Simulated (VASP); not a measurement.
# Ti3C2 (P6_3/mmc) in VASP: a series of runs, part 2 of 4

VASP 6.6.1. Earlier steps stand in the parts before.

## (3) Single point, r2SCAN

This run uses another cell than the first one, of 12.93 Å³/atom.

File POSCAR:

```
Ti3C2
1.0
    3.1168810678      0.0000000000      0.0000000000
   -1.5584405339      2.6993047886      0.0000000000
    0.0000000000      0.0000000000     15.3650161854
Ti C
6 4
Direct
    0.3333333333      0.6666666667      0.8438800000
    0.6666666667      0.3333333333      0.3438800000
    0.6666666667      0.3333333333      0.1561200000
    0.3333333333      0.6666666667      0.6561200000
    0.0000000000      0.0000000000      0.0000000000
    0.0000000000      0.0000000000      0.5000000000
    0.6666666667      0.3333333333      0.9141000000
    0.3333333333      0.6666666667      0.4141000000
    0.6666666667      0.3333333333      0.5859000000
    0.3333333333      0.6666666667      0.0859000000
```

File INCAR.step1:

```
SYSTEM = Ti3C2
PREC = Accurate
ENCUT = 520
ISMEAR = -1
SIGMA = 0.1
LREAL = .FALSE.
LASPH = .TRUE.
NELM = 100
NBANDS = 55
GGA = PE
ALGO = Normal
EDIFF = 1E-4
LWAVE = .TRUE.
LCHARG = .FALSE.
```

File INCAR.step2:

```
SYSTEM = Ti3C2
PREC = Accurate
ENCUT = 520
EDIFF = 1E-6
ISMEAR = -1
SIGMA = 0.1
LREAL = .FALSE.
LASPH = .TRUE.
NELM = 100
ALGO = Normal
ISIF = 2
LWAVE = .FALSE.
LCHARG = .FALSE.
METAGGA = R2SCAN
LMIXTAU = .TRUE.
NBANDS = 55
ISTART = 1
```

File KPOINTS:

```
regular mesh
0
G
  10 10 2
  0 0 0
```

Potentials or basis: VASP PAW PBE potentials, release 64 (Ti_sv, C).

On the command line:

```
$ cat potpaw_PBE.64/Ti_sv/POTCAR potpaw_PBE.64/C/POTCAR > POTCAR
$ cp INCAR.step1 INCAR
$ mpirun -np 1 vasp_std > vasp.out
$ cp INCAR.step2 INCAR
$ mpirun -np 1 vasp_std > vasp.out
```

OUTCAR:

```text
SYSTEM = Ti3C2
   PREC = Accurate
   ENCUT = 520
   EDIFF = 1E-6
   ISMEAR = -1
   LREAL = .FALSE.
   LASPH = .TRUE.
   NELM = 100
   ISIF = 2
   METAGGA = R2SCAN
   ISTART = 1

 ion  position               nearest neighbor table
   1  0.333  0.667  0.844-   7 2.10   7 2.10   7 2.10   4 2.88
   2  0.667  0.333  0.344-   8 2.10   8 2.10   8 2.10   3 2.88
   3  0.667  0.333  0.156-  10 2.10  10 2.10  10 2.10   2 2.88
   4  0.333  0.667  0.656-   9 2.10   9 2.10   9 2.10   1 2.88
   5  0.000  0.000  0.000-   7 2.23  10 2.23   7 2.23  10 2.23   7 2.23  10 2.23
   6  0.000  0.000  0.500-   8 2.23   9 2.23   9 2.23   8 2.23   9 2.23   8 2.23
   7  0.667  0.333  0.914-   1 2.10   1 2.10   1 2.10   5 2.23   5 2.23   5 2.23
   8  0.333  0.667  0.414-   2 2.10   2 2.10   2 2.10   6 2.23   6 2.23   6 2.23
   9  0.667  0.333  0.586-   4 2.10   4 2.10   4 2.10   6 2.23   6 2.23   6 2.23
  10  0.333  0.667  0.086-   3 2.10   3 2.10   3 2.10   5 2.23   5 2.23   5 2.23

  LATTYP: Found a hexagonal cell.
 ALAT       =     3.1168810678
 C/A-ratio  =     4.9296126003

  Lattice vectors:

 A1 = (   3.1168810678,   0.0000000000,   0.0000000000)
 A2 = (  -1.5584405339,   2.6993047886,   0.0000000000)
[... 207 lines left out ...]
      5     -51.1161      2.00000
      6     -51.1141      2.00000
[... 1381 lines left out ...]
     54      10.9079      0.00000
     55      11.0737      0.00000

 [... further k-points ...]

------------------------ aborting loop because EDIFF is reached ----------------------------------------

  FORCE on cell =-STRESS in cart. coord.  units (eV):
  Direction    XX          YY          ZZ          XY          YZ          ZX
  --------------------------------------------------------------------------------------
  -------------------------------------------------------------------------------------
  Total       -7.1658571     -7.1658921     -6.4825894      0.0000000      0.0000000      0.0000000
  in kB      -88.8123877    -88.8128222    -80.3440864      0.0000000      0.0000000      0.0000000
  external PRESSURE =     -85.9897654 kB  Pullay stress =       0.0000000 kB

 VOLUME and BASIS-vectors are now :
 -----------------------------------------------------------------------------
  energy-cutoff  :      520.00
  volume of cell :      129.27
      direct lattice vectors                 reciprocal lattice vectors
     3.116881068  0.000000000  0.000000000     0.320833544  0.185232880  0.000000000
    -1.558440534  2.699304789  0.000000000     0.000000000  0.370465760  0.000000000
     0.000000000  0.000000000 15.365016185     0.000000000  0.000000000  0.065082912

 POSITION                                       TOTAL-FORCE (eV/Angst)
 -----------------------------------------------------------------------------------
     -0.00000      1.79954     12.96623         0.000000      0.000000      0.624127
      1.55844      0.89977      5.28372        -0.000000      0.000000      0.624127
      1.55844      0.89977      2.39879        -0.000000     -0.000000     -0.624127
     -0.00000      1.79954     10.08129         0.000000     -0.000000     -0.624127
      0.00000      0.00000      0.00000        -0.000000      0.000000     -0.000000
      0.00000      0.00000      7.68251        -0.000000      0.000000     -0.000000
      1.55844      0.89977     14.04516         0.000000      0.000000     -0.123699
     -0.00000      1.79954      6.36265        -0.000000     -0.000000     -0.123699
      1.55844      0.89977      9.00236         0.000000      0.000000      0.123699
     -0.00000      1.79954      1.31985        -0.000000      0.000000      0.123699
 -----------------------------------------------------------------------------------
    total drift:                                0.000000     -0.000000      0.000000

  FREE ENERGIE OF THE ION-ELECTRON SYSTEM (eV)
  ---------------------------------------------------
  free  energy   TOTEN  =      -125.5245427608 eV

  energy  without entropy=     -125.4100893921  energy(sigma->0) =     -125.46731608
```

OUTCAR.step1:

```text
SYSTEM = Ti3C2
   PREC = Accurate
   ENCUT = 520
   ISMEAR = -1
   LREAL = .FALSE.
   LASPH = .TRUE.
[... 1647 lines left out ...]
     -0.00000      1.79954      6.36265         0.000000     -0.000000     -0.106043
      1.55844      0.89977      9.00236        -0.000000      0.000000      0.106043
     -0.00000      1.79954      1.31985         0.000000     -0.000000      0.106043
 -----------------------------------------------------------------------------------
    total drift:                                0.000000     -0.000000      0.000000

  FREE ENERGIE OF THE ION-ELECTRON SYSTEM (eV)
  ---------------------------------------------------
  free  energy   TOTEN  =       -90.8031490835 eV

  energy  without entropy=      -90.6745018795  energy(sigma->0) =      -90.73882548
```

Run time: 6.7 min. Hardware: 1 thread of Intel Xeon 6975P-C (Granite Rapids), shared host; peak memory 0.34 GiB.

Results:

- Free energy: -125.5245 eV
- Pressure: -8.6 GPa
- Largest force: 0.624 eV/Å
- Band gap on the k mesh: zero (bands 44 and 45 overlap by 0.62 eV)

Forces on the atoms (eV/Å):
```
Ti   0.000  0.000  0.624
Ti   0.000  0.000  0.624
Ti   0.000  0.000 -0.624
Ti   0.000  0.000 -0.624
Ti   0.000  0.000  0.000
Ti   0.000  0.000  0.000
C    0.000  0.000 -0.124
C    0.000  0.000 -0.124
C    0.000  0.000  0.124
C    0.000  0.000  0.124
```

Caveat: the cell stands under tension; the PAW data sets were made with another functional, which shifts forces and pressure a little.

## (4) Single point, r2SCAN

This run uses another cell than the first one, of 11.08 Å³/atom.

Changes to POSCAR since step 3:

```diff
@@ -2,5 +2,5 @@
 1.0
-    3.1168810678      0.0000000000      0.0000000000
-   -1.5584405339      2.6993047886      0.0000000000
-    0.0000000000      0.0000000000     15.3650161854
+    2.9607697468      0.0000000000      0.0000000000
+   -1.4803848734      2.5641080881      0.0000000000
+    0.0000000000      0.0000000000     14.5954478505
 Ti C
```

File INCAR.step1:

```
ALGO = Normal ; EDIFF = 1E-4
ENCUT = 520 ; GGA = PE
ISMEAR = -1 ; LASPH = True
LCHARG = False ; LREAL = False
LWAVE = True ; NBANDS = 55
NELM = 60 ; PREC = Accurate
SIGMA = 0.1
```

File INCAR.step2:

```
ALGO = Normal ; EDIFF = 1E-6
ENCUT = 520 ; ISIF = 2
ISMEAR = -1 ; ISTART = 1
LASPH = True ; LCHARG = False
LMIXTAU = True ; LREAL = False
LWAVE = False ; METAGGA = R2SCAN
NBANDS = 55 ; NELM = 60
PREC = Accurate ; SIGMA = 0.1
```

File KPOINTS:

```
k-points
0
Gamma
  10 10 2
```

Potentials or basis: VASP PAW PBE potentials, release 64 (Ti_sv, C).

On the command line:

```
$ cat potpaw_PBE.64/Ti_sv/POTCAR potpaw_PBE.64/C/POTCAR > POTCAR
$ cp INCAR.step1 INCAR
$ mpirun -np 1 vasp_std > vasp.out
$ cp INCAR.step2 INCAR
$ mpirun -np 1 vasp_std > vasp.out
```

OUTCAR:

```text
EDIFF = 1E-6
   ENCUT = 520
   ISIF = 2
   ISMEAR = -1
   ISTART = 1
   LASPH = True
   LREAL = False
   METAGGA = R2SCAN
   NELM = 60
   PREC = Accurate

 ion  position               nearest neighbor table
   1  0.333  0.667  0.844-   7 1.99   7 1.99   7 1.99   4 2.74   5 2.85   5 2.85   5 2.85
   2  0.667  0.333  0.344-   8 1.99   8 1.99   8 1.99   3 2.74   6 2.85   6 2.85   6 2.85
   3  0.667  0.333  0.156-  10 1.99  10 1.99  10 1.99   2 2.74   5 2.85   5 2.85   5 2.85
   4  0.333  0.667  0.656-   9 1.99   9 1.99   9 1.99   1 2.74   6 2.85   6 2.85   6 2.85
   5  0.000  0.000  0.000-   7 2.12  10 2.12   7 2.12  10 2.12   7 2.12  10 2.12   1 2.85   3 2.85
[... 1620 lines left out ...]

 VOLUME and BASIS-vectors are now :
 -----------------------------------------------------------------------------
  energy-cutoff  :      520.00
  volume of cell :      110.80
      direct lattice vectors                 reciprocal lattice vectors
     2.960769747  0.000000000  0.000000000     0.337750006  0.194999580  0.000000000
    -1.480384873  2.564108088  0.000000000     0.000000000  0.389999160  0.000000000
     0.000000000  0.000000000 14.595447850     0.000000000  0.000000000  0.068514513

 POSITION                                       TOTAL-FORCE (eV/Angst)
 -----------------------------------------------------------------------------------
     -0.00000      1.70941     12.31681        -0.000000     -0.000000     -1.612460
      1.48038      0.85470      5.01908         0.000000      0.000000     -1.612460
      1.48038      0.85470      2.27864         0.000000      0.000000      1.612460
     -0.00000      1.70941      9.57637         0.000000     -0.000000      1.612460
      0.00000      0.00000      0.00000        -0.000000      0.000000      0.000000
      0.00000      0.00000      7.29772        -0.000000      0.000000      0.000000
      1.48038      0.85470     13.34170        -0.000000     -0.000000      0.272297
     -0.00000      1.70941      6.04397         0.000000     -0.000000      0.272297
      1.48038      0.85470      8.55147        -0.000000      0.000000     -0.272297
     -0.00000      1.70941      1.25375         0.000000      0.000000     -0.272297
 -----------------------------------------------------------------------------------
    total drift:                               -0.000001      0.000000     -0.000000

  FREE ENERGIE OF THE ION-ELECTRON SYSTEM (eV)
  ---------------------------------------------------
  free  energy   TOTEN  =      -124.7222942611 eV

  energy  without entropy=     -124.6447344460  energy(sigma->0) =     -124.68351435
```

OUTCAR.step1:

```text
EDIFF = 1E-4
   ENCUT = 520
   GGA = PE
   ISMEAR = -1
   LASPH = True
   LREAL = False
[... 1648 lines left out ...]
     -0.00000      1.70941      6.04397        -0.000000     -0.000000      0.288613
      1.48038      0.85470      8.55147        -0.000000      0.000000     -0.288613
     -0.00000      1.70941      1.25375         0.000000     -0.000000     -0.288613
 -----------------------------------------------------------------------------------
    total drift:                               -0.000001      0.000000     -0.000000

  FREE ENERGIE OF THE ION-ELECTRON SYSTEM (eV)
  ---------------------------------------------------
  free  energy   TOTEN  =       -89.9410485938 eV

  energy  without entropy=      -89.8529957293  energy(sigma->0) =      -89.89702216
```

OSZICAR.step1:

```text
N       E                     dE             d eps       ncg     rms          rms(c)
DAV:   1     0.127978466442E+04    0.12798E+04   -0.42602E+04  3088   0.201E+03
DAV:   2     0.102170575564E+03   -0.11776E+04   -0.11466E+04  3080   0.619E+02
DAV:   3    -0.960296775525E+02   -0.19820E+03   -0.19316E+03  4497   0.215E+02
DAV:   4    -0.116856749407E+03   -0.20827E+02   -0.20675E+02  4560   0.666E+01
DAV:   5    -0.118195466803E+03   -0.13387E+01   -0.13373E+01  4848   0.149E+01    0.457E+01
DAV:   6    -0.902505581131E+02    0.27945E+02   -0.22490E+02  4383   0.858E+01    0.145E+01
DAV:   7    -0.917253257540E+02   -0.14748E+01   -0.58516E+01  4434   0.438E+01    0.135E+01
DAV:   8    -0.897966230040E+02    0.19287E+01   -0.27593E+01  4155   0.253E+01    0.692E+00
DAV:   9    -0.899772681231E+02   -0.18065E+00   -0.26011E+00  4385   0.743E+00    0.255E+00
DAV:  10    -0.899355033243E+02    0.41765E-01   -0.65856E-01  4566   0.423E+00    0.119E+00
DAV:  11    -0.899439732204E+02   -0.84699E-02   -0.10033E-01  4648   0.236E+00    0.527E-01
DAV:  12    -0.899408296167E+02    0.31436E-02   -0.32306E-02  4218   0.209E+00    0.161E-01
DAV:  13    -0.899410799386E+02   -0.25032E-03   -0.33551E-03  4210   0.358E-01    0.556E-02
DAV:  14    -0.899410485938E+02    0.31345E-04   -0.28308E-04  2770   0.164E-01
   1 F= -.89941049E+02 E0= -.89897022E+02  d E =-.880529E-01
```

Wall time 12 min (1 thread of Oxide Virtual Turin-like, shared host); peak memory 0.29 GiB.

Results:

```
Free energy            : -124.7223 eV
Pressure               : 26.9 GPa
Largest force          : 1.612 eV/Å
Band gap on the k mesh : zero (bands 44 and 45 overlap by 0.73 eV)
```

Forces in eV/Å, atoms in the order of the input:
```
Ti   0.000  0.000 -1.612
Ti   0.000  0.000 -1.612
Ti   0.000  0.000  1.612
Ti   0.000  0.000  1.612
Ti   0.000  0.000  0.000
Ti   0.000  0.000  0.000
C    0.000  0.000  0.272
C    0.000  0.000  0.272
C    0.000  0.000 -0.272
C    0.000  0.000 -0.272
```

Levels at points of the mesh, in eV from the Fermi level:
```
           k point  band 40  band 41  band 42  band 43  band 44  band 45  band 46  band 47  band 48  band 49
(0.00, 0.00, 0.00)    -2.17    -2.17    -1.93     0.35     0.51     0.51     0.67     0.67     0.68     1.58
(0.50, 0.00, 0.00)    -2.25    -2.19    -1.95    -1.44    -1.41     0.55     0.88     2.19     2.40     2.48
(0.00, 0.00, 0.50)    -2.23    -2.09    -2.09     0.51     0.51     0.58     0.58     0.58     0.58     1.66
(0.50, 0.00, 0.50)    -2.27    -2.10    -2.10    -1.42    -1.42     0.71     0.71     2.33     2.33     2.64
```

Caveat: the cell stands under pressure; the PAW data sets were made with another functional, which shifts forces and pressure a little.

(Part 2 of 4 ends here.)
